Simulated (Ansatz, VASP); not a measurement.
Two plane-wave programs on CdS

POSCAR

```
CdS
1.0
    2.8193824024      2.8193824024      0.0000000000
   -2.8193824024      2.8193824024      0.0000000000
    0.0000000000      2.8193824024      2.8193824024
Cd S
1 1
Direct
    0.0000000000      0.0000000000      0.0000000000
    0.7500000000      0.2500000000      0.5000000000
```

INCAR.step1

```
SYSTEM = CdS
  PREC = Accurate
  ENCUT = 520
  ISMEAR = 0
  SIGMA = 0.01
  LREAL = .False.
  LASPH = .True.
  NELM = 60
  NBANDS = 16
  GGA = PE
  ALGO = Normal
  EDIFF = 1E-4
  LWAVE = .True.
  LCHARG = .False.
```

INCAR.step2

```
SYSTEM = CdS
  PREC = Accurate
  ENCUT = 520
  EDIFF = 1E-7
  ISMEAR = 0
  SIGMA = 0.01
  LREAL = .False.
  LASPH = .True.
  NELM = 60
  ALGO = Normal
  ISIF = 2
  LWAVE = .False.
  LCHARG = .True.
  METAGGA = R2SCAN
  LMIXTAU = .True.
  LELF = .True.
  LVHAR = .True.
  NBANDS = 16
  ISTART = 1
```

Contents of KPOINTS:

```
regular mesh
0
Gamma
  8 8 8
  0 0 0
```

Input for Ansatz:

```yaml
crystal:
  lattice:
    - [2.81938240245, 2.81938240245, 0.0]
    - [-2.81938240245, 2.81938240245, 0.0]
    - [0.0, 2.81938240245, 2.81938240245]
  atoms:
    - { symbol: Cd, position: [0.0, 0.0, 0.0] }
    - { symbol: S, position: [0.75, 0.25, 0.5] }
kpoints:
  mp_grid: { grid: [8, 8, 8] }
scf:
  occupations: { method: fixed }
  convergence: { dr2_threshold: 1.0e-10 }
hamiltonian:
  xc: r2scan
  pseudopotentials: { kind: paw }
output:
  forces: true
  stress: true
  eigenstates:
    kpoints:
      - [0.0, 0.0, 0.0]
      - [-0.5, -0.5, -0.5]
      - [-0.5, 0.5, 0.0]
      - [0.0, 0.0, -0.5]
      - [0.0, -0.5, -0.5]
      - [0.0, 0.5, 0.0]
      - [-0.5, 0.0, 0.0]
      - [-0.5, 0.0, -0.5]
  eigenvalues: true
```

Alike in both runs: task single point; functional r2SCAN; k mesh 8 × 8 × 8; no spin polarisation.

```csv
,VASP,Ansatz
version,VASP 6.6.1,Ansatz 0.2.0
potentials or method,"VASP PAW PBE potentials, release 64 (Cd, S)","PAW with Ansatz's default frozen-core files, scalar-relativistic"
plane-wave cutoff (eV),520,500
occupations,"gaussian, width 0.01 eV",fixed
valence electrons in the cell,18,26
```

Ansatz gave:

```
gap on the k mesh at the Fermi level (eV) : 1.81
pressure (GPa)                            : 10.0
```

**Question.** Estimate VASP's values.

**Answer.** gap on the k mesh at the Fermi level (eV): 1.82; pressure (GPa): 10.5.

VASP's potentials were made for PBE, not for r2SCAN. VASP's potentials hold 18 valence electrons a cell and Ansatz's 26, so a difference there can come from the potentials and not from the codes.
